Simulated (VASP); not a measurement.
The system is NaCl.

```
Na Cl
1.0
     4.83344    0.00000    0.00000
    -2.41672    4.08857    0.00000
     0.00000    0.00000    5.56949
Na Cl
2 2
Cartesian
  0.0000 2.7171 -0.3481
  2.4167 1.3715 2.4366
  0.0000 2.7050 2.4366
  2.4167 1.3836 5.2214
```

This cell differs from its parent crystal: uniaxial x strain +2.4%.

Base run:

- Program: VASP 6.6.1
- Functional: r2SCAN
- Potentials or basis: VASP PAW PBE potentials, release 64 (Na_pv, Cl)
- Cutoff: 520 eV
- k mesh: 6 × 6 × 6
- Occupations: gaussian, width 0.01 eV
- Spin: no spin polarisation

Its results: band gap on the k mesh 5.43 eV; pressure -0.6 GPa.

The run is repeated on the same cell with these changes: functional from r2SCAN to PBE; occupations from gaussian, width 0.01 eV to fermi-dirac, width 0.02 eV. What comes out?

Band gap on the k mesh 4.79 eV; pressure 0.4 GPa.

Caveats: the structure was generated, so it needn't be the stable form of NaCl; the PAW data sets were made with another functional, which shifts forces and pressure a little (at least some runs).

A k mesh can miss the band edges.
